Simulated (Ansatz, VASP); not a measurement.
Given: the input of a run of VASP 6.6.1 on W.

The input INCAR:

```
SYSTEM = W
PREC     = Accurate       ! precision mode
ENCUT    = 520            ! plane-wave cutoff, eV
EDIFF    = 1E-6           ! SCF threshold, eV
ISMEAR   = -1             ! smearing method
SIGMA    = 0.05           ! smearing width, eV
LREAL    = .False.        ! projectors in reciprocal space
LASPH    = .True.         ! aspherical terms in the spheres
NELM     = 60             ! most SCF steps
ALGO     = Fast           ! electronic algorithm
ISIF     = 2              ! what is computed and relaxed
LWAVE    = .False.        ! write WAVECAR
LCHARG   = .False.        ! write CHGCAR
GGA      = PS             ! functional
NBANDS   = 36             ! bands
```

KPOINTS

```
Automatic mesh
0
Gamma
  9 6 6
  0 0 0
```

The input POSCAR:

```
W
1.0
    2.8096620000     -0.0561932400      0.0000000000
   -0.0972774000      4.8638700000      0.0000000000
    0.0000000000      0.0000000000      4.9236950000
W
4
Direct
    0.7931720000      0.9368430000      0.7500000000
    0.2068280000      0.4368430000      0.7500000000
    0.2068280000      0.0631570000      0.2500000000
    0.7931720000      0.5631570000      0.2500000000
```

Potentials or basis: VASP PAW PBE potentials, release 64 (W_sv).

Launch:

```console
$ cat potpaw_PBE.64/W_sv/POTCAR > POTCAR
$ mpirun -np 1 vasp_std > vasp.out
```

Task: Translate it to Ansatz 0.2.0. Potentials there: all-electron LAPW, scalar-relativistic.

Result: As run (the cutoff follows the program's own potentials):

Contents of input.yaml:

```yaml
crystal:
  lattice:
    - [2.809662, -0.05619324, 0.0]
    - [-0.0972774, 4.86387, 0.0]
    - [0.0, 0.0, 4.923695]
  atoms:
    - { symbol: W, position: [0.793172, 0.936843, 0.75] }
    - { symbol: W, position: [0.206828, 0.436843, 0.75] }
    - { symbol: W, position: [0.206828, 0.063157, 0.25] }
    - { symbol: W, position: [0.793172, 0.563157, 0.25] }
kpoints:
  mp_grid: { grid: [9, 6, 6] }
scf:
  occupations: { method: fermi_dirac, width: 0.05 }
hamiltonian:
  xc: pbesol
  pseudopotentials: { kind: all_electron, lapw: { basis_error: 0.002 } }
output:
  forces: true
  stress: true
  eigenvalues: true
```

Potentials or basis: all-electron LAPW, scalar-relativistic.

The run is started by

```bash
$ ansatz run input.yaml --threads 2 --pin off --max-ram 8192MiB --backend cpu --events-out ev --progress --plain --runs-dir out
```

Both were run:

|  | VASP | Ansatz | Ansatz less VASP |
| --- | --- | --- | --- |
| gap on the k mesh at the Fermi level (eV) | none | none | - |
| pressure (GPa) | -10.1 | -10.5 | -0.40 |
| traceless stress, the component that is largest in VASP (GPa) | -1.07 | -1.09 | -0.021 |
| rms of the force components (eV/Å) | 0.174 | 0.173 | -0.0008 |

VASP's potentials were made for PBE, not for PBEsol. Atom by atom the forces differ by 0.004 eV/Å (rms over components). A gap of «none» marks a metal or a gap that the smearing closes. Ansatz ran all-electron here, and VASP with PAW potentials.

Neither program's run includes spin-orbit coupling.
